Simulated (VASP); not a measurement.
# GaN: single point with r2SCAN

GaN:

```
CELL_PARAMETERS angstrom
4.50700 0.00000 0.00000
0.00000 2.25350 -2.25350
0.00000 6.65444 6.65444
ATOMIC_POSITIONS crystal
Ga 0.00000 0.00000 0.93126
Ga 0.50000 0.50000 0.08464
Ga 0.00000 0.00000 0.25397
Ga 0.50000 0.50000 0.42329
Ga 0.00000 0.00000 0.59261
Ga 0.50000 0.50000 0.76194
N 0.75000 0.00000 0.42329
N 0.25000 0.50000 0.59261
N 0.75000 0.00000 0.76194
N 0.25000 0.50000 0.93126
N 0.75000 0.00000 0.08464
N 0.25000 0.50000 0.25397
```

This cell differs from its parent crystal: the distance across one plane changed.

```yaml
Program: VASP 6.6.1
Task: single point
Functional: r2SCAN
Potentials_or_basis: VASP PAW PBE potentials, release 64 (Ga_d, N)
Cutoff: 520 eV
k_mesh: 6 × 8 × 3
Occupations: gaussian, width 0.05 eV
Spin: no spin polarisation
```

The pressure is 3.6 GPa, the largest force is 1.768 eV/Å and the band gap on the k mesh is 2.16 eV.

Forces in eV/Å, atoms in the order of the input:
```
Ga   0.755 -1.079 -1.079
Ga   0.755  1.079  1.079
Ga   0.017  0.203  0.203
Ga  -0.032  0.016  0.016
Ga  -0.032 -0.016 -0.016
Ga   0.017 -0.203 -0.203
N    0.007 -0.025 -0.025
N    0.007  0.025  0.025
N    0.040 -0.117 -0.117
N   -0.787 -1.120 -1.120
N   -0.787  1.120  1.120
N    0.040  0.117  0.117
```

Stress tensor (GPa, compression positive):
```
3.09 0.00 0.00
0.00 3.90 3.88
0.00 3.88 3.90
```

Levels at points of the mesh, in eV from the valence-band top:
| k point | band 50 | band 51 | band 52 | band 53 | band 54 | band 55 | band 56 | band 57 | band 58 | band 59 |
| --- | --- | --- | --- | --- | --- | --- | --- | --- | --- | --- |
| (0.00, 0.00, 0.00) | -0.49 | -0.48 | -0.09 | -0.08 | 0.00 | 2.16 | 3.73 | 5.24 | 5.28 | 6.09 |
| (0.50, 0.00, 0.00) | -1.27 | -1.23 | -1.23 | -1.17 | -1.17 | 5.01 | 5.01 | 5.44 | 5.44 | 5.55 |
| (0.00, 0.50, 0.00) | -2.89 | -2.80 | -2.80 | -1.04 | -1.04 | 4.56 | 4.56 | 4.62 | 4.62 | 7.15 |
| (0.50, 0.50, 0.00) | -2.47 | -1.09 | -1.09 | -0.97 | -0.97 | 5.26 | 5.26 | 6.94 | 6.94 | 7.05 |

Wall time 10 min on 1 thread of AMD EPYC 9R45 (Zen 5) (shared host), peak memory 0.38 GiB.

Caveat: the cell differs from its parent crystal (the distance across one plane changed); the cell stands under pressure; the PAW data sets were made with another functional, which shifts forces and pressure a little.
